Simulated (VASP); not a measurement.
**Cu: single point with r2SCAN**

Cu:

```
Cu
1.0
     2.43273    0.00000    0.00000
    -1.21637    2.10681    0.00000
     0.00000    0.00000    4.27707
Cu
2
Direct
  0.33333 0.66667 0.25000
  0.66667 0.33333 0.75000
```

This cell differs from its parent crystal: strain -0.040 along x and y, +0.040 along z.

```
Program                : VASP 6.6.1
Task                   : single point
Functional             : r2SCAN
Potentials or basis    : VASP PAW PBE potentials, release 64 (Cu)
Cutoff                 : 520 eV
k mesh                 : 24 × 24 × 12
Occupations            : gaussian, width 0.15 eV
Spin                   : no spin polarisation
Dipole correction      : no
Further INCAR settings : ALGO = Normal; EDIFF = 1e-06; NBANDS = 18
```

```json
{
 "Pressure": "9.7 GPa",
 "Band gap on the k mesh": "zero (band 11 reaches 13.19 eV, above the bottom of band 12 at 6.19 eV)"
}
```

Stress tensor (GPa, compression positive):
```
15.23  0.00  0.00
 0.00 15.23  0.00
 0.00  0.00 -1.36
```

Levels at points of the mesh, in eV from the Fermi level:
```
           k point  band 9  band 10  band 11  band 12  band 13  band 14
(0.00, 0.00, 0.00)   -2.59    -1.99    -1.96    -1.96     3.30    23.00
(0.50, 0.00, 0.00)   -1.70    -1.63     0.11     2.04     8.15     8.49
(0.00, 0.00, 0.50)   -2.19    -2.19    -2.19    -2.19    11.65    11.65
(0.50, 0.00, 0.50)   -1.66    -1.66     0.51     0.51     5.73     5.73
```

It took 15 min on 1 thread of AMD EPYC 7R13 (shared host), peak memory 0.22 GiB.

Caveat: the cell differs from its parent crystal (strain -0.040 along x and y, +0.040 along z); the PAW data sets were made with another functional, which shifts forces and pressure a little.
